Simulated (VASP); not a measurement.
Here is a VASP 6.6.1 calculation.

Contents of POSCAR:

```
TePt
1.0
    1.9815661262      1.1440577364      6.6610305258
   -1.9815661262      1.1440577364      6.6610305258
    0.0000000000     -2.2881154728      6.6610305258
Te Pt
2 2
Direct
    0.5980000000      0.5980000000      0.5980000000
    0.4020000000      0.4020000000      0.4020000000
    0.8703333333      0.8703333333      0.8703333333
    0.1296666667      0.1296666667      0.1296666667
```

Contents of INCAR.step1:

```
  PREC = Accurate
  ENCUT = 520
  ISMEAR = 0
  SIGMA = 0.1
  LREAL = F
  LASPH = T
  NELM = 60
  NBANDS = 24
  GGA = PE
  ALGO = Normal
  EDIFF = 1E-4
  LWAVE = T
  LCHARG = F
```

Contents of INCAR.step2:

```
  PREC = Accurate
  ENCUT = 520
  EDIFF = 1E-7
  ISMEAR = 0
  SIGMA = 0.1
  LREAL = F
  LASPH = T
  NELM = 60
  ALGO = Normal
  ISIF = 2
  LWAVE = F
  LCHARG = F
  METAGGA = R2SCAN
  LMIXTAU = T
  NBANDS = 24
  ISTART = 1
```

The input KPOINTS:

```
regular mesh
0
Gamma
  9 9 9
```

Potentials or basis: VASP PAW PBE potentials, release 64 (Te, Pt).

Command:

```sh
$ cat potpaw_PBE.64/Te/POTCAR potpaw_PBE.64/Pt/POTCAR > POTCAR
$ cp INCAR.step1 INCAR
$ mpirun -np 1 vasp_std > vasp.out
$ cp INCAR.step2 INCAR
$ mpirun -np 1 vasp_std > vasp.out
```

Question: Predict the band gap on the k mesh.

Answer: Zero (bands 16 and 17 overlap by 2.47 eV).

Question: Estimate the pressure.

Answer: 2.5 GPa.

Forces on the atoms (eV/Å):
```
Te   0.000  0.000  0.069
Te   0.000  0.000 -0.069
Pt   0.000  0.000 -0.009
Pt   0.000  0.000  0.009
```

Caveat: the PAW data sets were made with another functional, which shifts forces and pressure a little; spin-orbit coupling is left out, which moves the levels of the heavy elements.
